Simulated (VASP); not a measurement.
# Te (Fm-3m) in VASP: a series of runs

Te is run at these levels: revPBE; tasks: single point.

All numbers are computed with VASP 6.6.1; they aren't measurements. Logs are shortened: lines on timing, memory, paths and dates and some standing lists are left out, and cuts for length are marked.

## Step 1: The cell of the first run

Symmetry: Fm-3m, No. 225, cubic system. Conventional cell: a = 4.868 Å, b = 4.868 Å, c = 4.868 Å, α = 90.00°, β = 90.00°, γ = 90.00°. Within 4.5 Å of Te (site symmetry m-3m) lie 12 Te at 3.44 Å.

This isn't the form of Te at room conditions, which is trigonal, of chains.

## Step 2: Single point, revPBE

Contents of INCAR:

```
SYSTEM = Te
PREC = Accurate
ENCUT = 520
EDIFF = 1E-7
ISMEAR = -1
SIGMA = 0.1
LREAL = .False.
LASPH = .True.
NELM = 80
ALGO = Normal
ISIF = 2
LWAVE = .False.
LCHARG = .False.
GGA = RE
NBANDS = 9
```

Contents of KPOINTS:

```
regular mesh
0
Gamma
  11 11 11
  0 0 0
```

Contents of POSCAR:

```
Te
1.0
    0.0000000000      2.4339108928      2.4339108928
    2.4339108928      0.0000000000      2.4339108928
    2.4339108928      2.4339108928      0.0000000000
Te
1
Direct
    0.0000000000      0.0000000000      0.0000000000
```

Potentials or basis: VASP PAW PBE potentials, release 64 (Te).

Launch:

```console
cat potpaw_PBE.64/Te/POTCAR > POTCAR
mpirun -np 1 vasp_std > vasp.out
```

OUTCAR:

```text
SYSTEM = Te
   PREC = Accurate
   ENCUT = 520
   EDIFF = 1E-7
   ISMEAR = -1
   LREAL = .False.
   LASPH = .True.
   NELM = 80
   ISIF = 2
   GGA = RE

 ion  position               nearest neighbor table
   1  0.000  0.000  0.000-

  LATTYP: Found a face centered cubic cell.
 ALAT       =     4.8678217856

  Lattice vectors:

 A1 = (   0.0000000000,   2.4339108928,   2.4339108928)
 A2 = (   2.4339108928,   0.0000000000,   2.4339108928)
 A3 = (   2.4339108928,   2.4339108928,   0.0000000000)

Analysis of symmetry for initial positions (statically):
=====================================================================
 Subroutine PRICEL returns:
 Original cell was already a primitive cell.

 Routine SETGRP: Setting up the symmetry group for a
 face centered cubic supercell.

 Subroutine GETGRP returns: Found 48 space group operations
 (whereof 48 operations were pure point group operations)
 out of a pool of 48 trial point group operations.

The static configuration has the point symmetry O_h .

Analysis of symmetry for dynamics (positions and initial velocities):
=====================================================================
 Subroutine PRICEL returns:
 Original cell was already a primitive cell.

 Routine SETGRP: Setting up the symmetry group for a
 face centered cubic supercell.

 Subroutine GETGRP returns: Found 48 space group operations
 (whereof 48 operations were pure point group operations)
 out of a pool of 48 trial point group operations.

The dynamic configuration has the point symmetry O_h .

 Subroutine INISYM returns: Found 48 space group operations
 (whereof 48 operations are pure point group operations),
 and found     1 'primitive' translations

----------------------------------------------------------------------------------------

                                     Primitive cell

  volume of cell :      28.8366

  direct lattice vectors                    reciprocal lattice vectors
     0.000000000  2.433910893  2.433910893    -0.205430692  0.205430692  0.205430692
     2.433910893  0.000000000  2.433910893     0.205430692 -0.205430692  0.205430692
     2.433910893  2.433910893  0.000000000     0.205430692  0.205430692 -0.205430692

  length of vectors
     3.442069794  3.442069794  3.442069794     0.355816397  0.355816397  0.355816397

  position of ions in fractional coordinates (direct lattice)
     0.000000000  0.000000000  0.000000000

  ion indices of the primitive-cell ions
   primitive index   ion index
                 1           1

----------------------------------------------------------------------------------------

 KPOINTS: regular mesh

Automatic generation of k-mesh.
 Grid dimensions read from file:
 generate k-points for:   11   11   11

 Generating k-lattice:

  Cartesian coordinates                     Fractional coordinates (reciprocal lattice)
    -0.018675517  0.018675517  0.018675517     0.090909091  0.000000000  0.000000000
     0.018675517 -0.018675517  0.018675517     0.000000000  0.090909091  0.000000000
     0.018675517  0.018675517 -0.018675517     0.000000000  0.000000000  0.090909091

  Length of vectors
     0.032346945  0.032346945  0.032346945

  Shift w.r.t. Gamma in fractional coordinates (k-lattice)
     0.000000000  0.000000000  0.000000000

 Subroutine IBZKPT returns following result:
 ===========================================

 Found     56 irreducible k-points:

 Following reciprocal coordinates:
            Coordinates               Weight
  0.000000  0.000000  0.000000      1.000000
  0.090909  0.000000  0.000000      8.000000
  0.181818  0.000000  0.000000      8.000000
  0.272727  0.000000  0.000000      8.000000
  0.363636  0.000000  0.000000      8.000000
  0.454545  0.000000  0.000000      8.000000
[... 16 lines left out ...]
 -0.272727  0.181818  0.000000     24.000000
 -0.181818  0.181818  0.000000     12.000000
 [... further k-points ...]
   k-points           NKPTS =     56   k-points in BZ     NKDIM =     56   number of bands    NBANDS=      9
   number of dos      NEDOS =    301   number of ions     NIONS =      1
   total plane-waves  NPLWV =  21952
   dimension x,y,z NGX =    28 NGY =   28 NGZ =   28
   dimension x,y,z NGXF=    56 NGYF=   56 NGZF=   56
   ions per type =               1
   NGX,Y,Z   is equivalent  to a cutoff of  13.52, 13.52, 13.52 a.u.
   NGXF,Y,Z  is equivalent  to a cutoff of  27.05, 27.05, 27.05 a.u.
 SYSTEM =  Te
   PREC   = accura    normal or accurate (medium, high low for compatibility)
   ISTART =      0    job   : 0-new  1-cont  2-samecut
   ICHARG =      2    charge: 1-file 2-atom 10-const
   ISPIN  =      1    spin polarized calculation?
   LNONCOLLINEAR =      F non collinear calculations
   LSORBIT =      F    spin-orbit coupling
   LASPH  =      T    aspherical Exc in radial PAW
   ENCUT  =  520.0 eV  38.22 Ry    6.18 a.u.   6.40  6.40  6.40*2*pi/ulx,y,z
   NELM   =     80;   NELMIN=  2; NELMDL= -5     # of ELM steps
   EDIFF  = 0.1E-06   stopping-criterion for ELM
   LREAL  =      F    real-space projection
   EDIFFG = 0.1E-05   stopping-criterion for IOM
   NSW    =      0    number of steps for IOM
   IBRION =     -1    ionic relax: 0-MD 1-quasi-New 2-CG
   NFREE  =      0    steps in history (QN), initial steepest desc. (CG)
   ISIF   =      2    stress and relaxation
   ISYM   =      2    0-nonsym 1-usesym 2-fastsym
   POTIM  = 0.5000    time-step for ionic-motion
   TEBEG  =    0.0;   TEEND  =   0.0 temperature during run
   PSTRESS=    0.0 pullay stress
   NELECT =       6.0000    total number of electrons
   NUPDOWN=      -1.0000    fix difference up-down
   EMIN   =  10.00;   EMAX   =-10.00  energy-range for DOS
   EFERMI =   0.00;   METHOD = LEGACY
   ISMEAR =    -1;   SIGMA  =   0.10  broadening in eV -4-tet -1-fermi 0-gaus
   EFERMI_NEDOS =   21; number of points for ismear=-14 and -15
   IALGO  =     38    algorithm
   IMIX   =      4    mixing-type and parameters
     AMIX     =   0.40;   BMIX     =  1.00
     AMIX_MAG =   1.60;   BMIX_MAG =  1.00
  volume/ion in A,a.u.               =      28.84       194.60
  Fermi-wavevector in a.u.,A,eV,Ry     =   0.970087  1.833198 12.804012  0.941068
  Thomas-Fermi vector in A             =   2.100193
   LORBIT       =      0    0 simple, 1 ext, 2 COOP (PROOUT), +10 PAW based schemes
   GGA     = RE    functional components
   LHFCALC =     F    Hartree Fock is set to
   AEXX    =    0.0000 exact exchange contribution
   IVDW    =     0    specifies the selected vdW correction
   LEPSILON=     F    determine dielectric tensor
   LRPA    =     F    only Hartree local field effects (RPA)
 non-spin polarized calculation
  energy-cutoff  :      520.00
  volume of cell :       28.84
 maximum number of plane-waves:       791
 NGX is ok and might be reduce to    28
   NGX = 13   NGY = 13   NGZ = 13

 number of electron       6.0000000 magnetization

 Free energy of the ion-electron system (eV)
  ---------------------------------------------------
  ext. energy  EPLUGINS =         0.00000000
  ---------------------------------------------------
  free energy    TOTEN  =        -2.39465333 eV

  energy without entropy =       -2.36348441  energy(sigma->0) =       -2.37906887

 E-fermi :   7.6639     XC(G=0):  -9.9946

 val. band max:        7.6302765656   @ k =  -0.2727   0.3636   0.0909
 cond. band min:       7.6718259417   @ k =   0.4545   0.2727   0.0000
 fundamental gap:      0.0415493761
 Fermi energy:         7.6638659168

 k-point     1 :       0.0000    0.0000    0.0000
  band No.  band energies     occupation
      1      -6.0341      2.00000
      2      10.6233      0.00000
      3      10.6233      0.00000
      4      10.6233      0.00000
      5      17.1408      0.00000
      6      17.1408      0.00000
      7      17.1408      0.00000
      8      17.2684      0.00000
      9      18.2443      0.00000

 k-point     2 :       0.0909    0.0000    0.0000
  band No.  band energies     occupation
      1      -5.8947      2.00000
      2       9.5419      0.00000
      3      10.4877      0.00000
      4      10.4877      0.00000
      5      16.2807      0.00000
      6      17.3992      0.00000
      7      17.3992      0.00000
      8      18.0346      0.00000
      9      19.7872      0.00000

 k-point     3 :       0.1818    0.0000    0.0000
  band No.  band energies     occupation
      1      -5.4844      2.00000
      2       7.3849      1.88419
      3      10.1660      0.00000
      4      10.1660      0.00000
      5      15.4809      0.00000
      6      17.7591      0.00000
      7      17.7591      0.00000
      8      19.5128      0.00000
      9      19.8458      0.00000

 k-point     4 :       0.2727    0.0000    0.0000
  band No.  band energies     occupation
      1      -4.8347      2.00000
      2       5.1479      2.00000
      3       9.8108      0.00000
      4       9.8108      0.00000
      5      14.9723      0.00000
      6      17.3436      0.00000
      7      17.3436      0.00000
      8      19.0183      0.00000
      9      20.6462      0.00000
[... 205 lines left out ...]
 k-point    22 :      -0.3636    0.1818    0.0000
  band No.  band energies     occupation
      1      -3.1623      2.00000
      2       2.7757      2.00000
      3       6.4975      1.99998
      4       8.9717      0.00000
      5      14.3226      0.00000
      6      17.3181      0.00000
      7      17.8408      0.00000
      8      21.5200      0.00000
      9      21.6245      0.00000

 k-point    23 :      -0.2727    0.1818    0.0000
  band No.  band energies     occupation
      1      -3.8816      2.00000
      2       4.1515      2.00000
      3       6.5636      1.99997
      4       9.5324      0.00000
      5      15.1033      0.00000
      6      17.2234      0.00000
      7      17.8368      0.00000
      8      19.7624      0.00000
      9      19.9213      0.00000

 k-point    24 :      -0.1818    0.1818    0.0000
  band No.  band energies     occupation
      1      -4.6156      2.00000
      2       5.6748      2.00000
      3       7.2427      1.97078
      4      10.0734      0.00000
      5      16.1556      0.00000
      6      16.8570      0.00000
      7      18.0587      0.00000
      8      18.4548      0.00000
      9      18.7094      0.00000

 [... further k-points ...]

------------------------ aborting loop because EDIFF is reached ----------------------------------------

  FORCE on cell =-STRESS in cart. coord.  units (eV):
  Direction    XX          YY          ZZ          XY          YZ          ZX
  --------------------------------------------------------------------------------------
  -------------------------------------------------------------------------------------
  Total       -0.0241146     -0.0241146     -0.0241146      0.0000000      0.0000000      0.0000000
  in kB       -1.3398193     -1.3398193     -1.3398193      0.0000000      0.0000000      0.0000000
  external PRESSURE =      -1.3398193 kB  Pullay stress =       0.0000000 kB

 VOLUME and BASIS-vectors are now :
 -----------------------------------------------------------------------------
  energy-cutoff  :      520.00
  volume of cell :       28.84
      direct lattice vectors                 reciprocal lattice vectors
     0.000000000  2.433910893  2.433910893    -0.205430692  0.205430692  0.205430692
     2.433910893  0.000000000  2.433910893     0.205430692 -0.205430692  0.205430692
     2.433910893  2.433910893  0.000000000     0.205430692  0.205430692 -0.205430692

 POSITION                                       TOTAL-FORCE (eV/Angst)
 -----------------------------------------------------------------------------------
      0.00000      0.00000      0.00000        -0.000000      0.000000      0.000000
 -----------------------------------------------------------------------------------
    total drift:                                0.000000      0.000000      0.000000

  FREE ENERGIE OF THE ION-ELECTRON SYSTEM (eV)
  ---------------------------------------------------
  free  energy   TOTEN  =        -2.3946533291 eV

  energy  without entropy=       -2.3634844096  energy(sigma->0) =       -2.37906887
```

Wall time 13 s (1 thread of Intel Xeon Platinum 8259CL at 2.50GHz (Skylake/Cascade Lake), shared host); peak memory 0.16 GiB.

Results:

| Property | Result |
| --- | --- |
| Free energy | -2.3947 eV |
| Pressure | -0.1 GPa |
| Band gap on the k mesh | zero (bands 3 and 4 overlap by 4.62 eV) |

Levels at points of the mesh, in eV from the Fermi level:
| k point | band 1 | band 2 | band 3 | band 4 | band 5 | band 6 |
| --- | --- | --- | --- | --- | --- | --- |
| (0.00, 0.00, 0.00) | -13.70 | 2.96 | 2.96 | 2.96 | 9.48 | 9.48 |

Caveat: the PAW data sets were made with another functional, which shifts forces and pressure a little; spin-orbit coupling is left out, which moves the levels of the heavy elements.

[end of part 1 of 2]
